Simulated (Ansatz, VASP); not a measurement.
## One calculation of PdI, two programs

The input INCAR:

```
SYSTEM = PdI
PREC     = Accurate       ! precision mode
ENCUT    = 500            ! plane-wave cutoff, eV
EDIFF    = 1E-7           ! SCF threshold, eV
ISMEAR   = 0              ! smearing method
SIGMA    = 0.1            ! smearing width, eV
LREAL    = .False.        ! projectors in reciprocal space
LASPH    = .True.         ! aspherical terms in the spheres
NELM     = 120            ! most SCF steps
ALGO     = Normal         ! electronic algorithm
ISIF     = 3              ! what is computed and relaxed
LWAVE    = .False.        ! write WAVECAR
LCHARG   = .False.        ! write CHGCAR
GGA      = PE             ! functional
IBRION   = 2              ! ionic algorithm
NSW      = 90             ! ionic steps
EDIFFG   = -0.04          ! ionic threshold
GGA_COMPAT= .False.      
NELMIN   = 4
```

KPOINTS

```
regular mesh
0
Gamma
  6 6 6
  0 0 0
```

POSCAR

```
PdI
1.0
    3.5861573189      0.0000000000      0.0000000000
    0.0000000000      3.5861573189      0.0000000000
    0.0000000000      0.0000000000      3.5861573189
Pd I
1 1
Direct
    0.0000000000      0.0000000000      0.0000000000
    0.5000000000      0.5000000000      0.5000000000
```

Input for Ansatz:

```yaml
crystal:
  lattice:
    - [3.5861573189, 0.0, 0.0]
    - [0.0, 3.5861573189, 0.0]
    - [0.0, 0.0, 3.5861573189]
  atoms:
    - { symbol: Pd, position: [0.0, 0.0, 0.0] }
    - { symbol: I, position: [0.5, 0.5, 0.5] }
basis:
  ecutwfc: 420
kpoints:
  mp_grid: { grid: [6, 6, 6] }
hamiltonian:
  xc: pbe
scf:
  occupations: { method: gaussian, width: 0.1 }
  lower_state_search: "off"
output:
  forces: true
  stress: true
  eigenvalues: true
relax:
  adjacent_minimum: "off"
  f_tol: 0.04
  max_steps: 70
  cell: { stress_tol: 0.4 }
```

Alike in both runs: task relaxation of cell and atoms; functional PBE; k mesh 6 × 6 × 6; occupations gaussian, width 0.1 eV; no spin polarisation.

|  | VASP | Ansatz |
| --- | --- | --- |
| version | VASP 6.6.1 | Ansatz 0.2.0 |
| potentials or method | VASP PAW PBE potentials, release 64 (Pd, I), cutoff 500 eV | scalar-relativistic, plane waves, PAW |
| valence electrons in the cell | 17 | 35 |

|  | VASP | Ansatz | Ansatz less VASP |
| --- | --- | --- | --- |
| gap on the k mesh at the Fermi level, each at its own relaxed structure (eV) | none | none | - |
| relaxed volume (Å³/atom) | 22.75 | 22.76 | +0.009 |
| relaxed cell length with the largest relative difference (Å) | 3.570 | 3.570 | +0.0005 |

A gap of «none» marks a metal or a gap that the smearing closes. VASP's potentials hold 17 valence electrons a cell and Ansatz's 35, so a difference there can come from the potentials and not from the codes.

Spin-orbit coupling is off throughout.
